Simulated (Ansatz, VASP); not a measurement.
## One calculation of SiC, two programs

```xyz
12
Lattice="3.0949 0.0000 0.0000 -1.5475 2.6803 0.0000 0.0000 0.0000 15.1863" Properties=species:S:1:pos:R:3 pbc="T T T"
Si    0.0000    0.0000    1.8989
Si    0.0000    0.0000    9.4920
Si    0.0000    1.7869    4.4334
Si    1.5475    0.8934   12.0230
Si    0.0000    1.7869   14.5548
Si    1.5475    0.8934    6.9585
C     0.0000    0.0000   15.1076
C     0.0000    0.0000    7.6624
C     0.0000    1.7869    2.6026
C     1.5475    0.8934   10.0576
C     0.0000    1.7869   12.7263
C     1.5475    0.8934    4.9905
```

Change from the starting cell: mode 32 frozen in at -0.074 Å, equal normal strain along x, y and z +0.0000.

Alike in both runs: task single point; functional PBE; k mesh 12 × 12 × 2; occupations gaussian, width 0.05 eV; no spin polarisation.

```csv
,VASP,Ansatz
version,VASP 6.6.1,Ansatz 0.2.0
potentials or method,"VASP PAW PBE potentials, release 64 (Si, C), cutoff 520 eV","scalar-relativistic, plane waves, PAW"
valence electrons in the cell,48,48
```

Ansatz gave:

* gap on the k mesh at the Fermi level (eV): 1.95
* least direct gap on the mesh (eV): 3.06
* pressure (GPa): 0.9
* traceless stress, the component that is largest in VASP (GPa): 0.91
* rms of the force components (eV/Å): 0.865

Problem. Estimate VASP's values.

Solution. gap on the k mesh at the Fermi level (eV): 1.95; least direct gap on the mesh (eV): 3.05; pressure (GPa): 0.9; traceless stress, the component that is largest in VASP (GPa): 0.91; rms of the force components (eV/Å): 0.864.

Atom by atom the forces differ by 0.002 eV/Å (rms over components).
